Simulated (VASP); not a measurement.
Set up this calculation in VASP 6.6.1, as the native input.

```
Task                               : single point
Functional                         : r2SCAN-based global hybrid with 35 % exact exchange
Potentials or basis                : VASP PAW PBE potentials, release 64 (Cu, O)
Cutoff                             : 520 eV
k mesh                             : 5 × 5 × 4
Occupations                        : fermi-dirac, width 0.05 eV
Spin                               : no spin polarisation
Dipole correction                  : no
Grid for exact exchange (PRECFOCK) : Normal
Share of exact exchange            : 0.35
Further INCAR settings             : ALGO = Normal; EDIFF = 1e-06; NBANDS = 25
```

The system is CuO.

```
Cu O
1.0
     3.42205    0.00000    0.00000
     0.00000    3.42205    0.00000
     0.00000    0.00000    4.26046
Cu O
2 2
Direct
  0.00000 0.50000 0.00000
  0.50000 0.00000 0.50000
  0.00000 0.00000 0.25000
  0.00000 0.00000 0.75000
```

These files were run (other wordings do the same):

POSCAR

```
CuO
1.0
    3.4220509700      0.0000000000      0.0000000000
    0.0000000000      3.4220509700      0.0000000000
    0.0000000000      0.0000000000      4.2604614800
Cu O
2 2
Direct
    0.0000000000      0.5000000000      0.0000000000
    0.5000000000      0.0000000000      0.5000000000
    0.0000000000      0.0000000000      0.2500000000
    0.0000000000      0.0000000000      0.7500000000
```

INCAR.step1

```
SYSTEM = CuO
PREC = Accurate
ENCUT = 520
EDIFF = 1E-5
ISMEAR = -1
SIGMA = 0.05
LREAL = .False.
LASPH = .True.
NELM = 80
ALGO = Normal
ISIF = 2
LWAVE = .True.
LCHARG = .False.
GGA = PE
NBANDS = 25
```

INCAR.step2

```
SYSTEM = CuO
PREC = Accurate
ENCUT = 520
EDIFF = 1E-6
ISMEAR = -1
SIGMA = 0.05
LREAL = .False.
LASPH = .True.
NELM = 80
ALGO = Normal
ISIF = 2
LWAVE = .False.
LCHARG = .False.
METAGGA = R2SCAN
LHFCALC = .True.
AEXX = 0.35
LMIXTAU = .True.
PRECFOCK = Normal
ISTART = 1
NBANDS = 25
```

KPOINTS

```
Automatic mesh
0
Gamma
  5 5 4
  0 0 0
```

Potentials or basis: VASP PAW PBE potentials, release 64 (Cu, O).

The run is started by

```sh
$ cat potpaw_PBE.64/Cu/POTCAR potpaw_PBE.64/O/POTCAR > POTCAR
$ cp INCAR.step1 INCAR
$ mpirun -np 1 vasp_std > vasp.out
$ cp INCAR.step2 INCAR
$ mpirun -np 1 vasp_std > vasp.out
```

It gave:

| Item | Value |
| --- | --- |
| Pressure | -8.5 GPa |
| Band gap on the k mesh | zero (bands 17 and 18 overlap by 2.90 eV) |

Caveat: the k points lie up to 0.37 Å⁻¹ apart, too coarse for converged energies and pressures of a metal; the PAW data sets were made with another functional, which shifts forces and pressure a little.

Wall time 100 min on 1 thread of Oxide Virtual Turin-like Processor, on a shared host, peak memory 0.16 GiB.
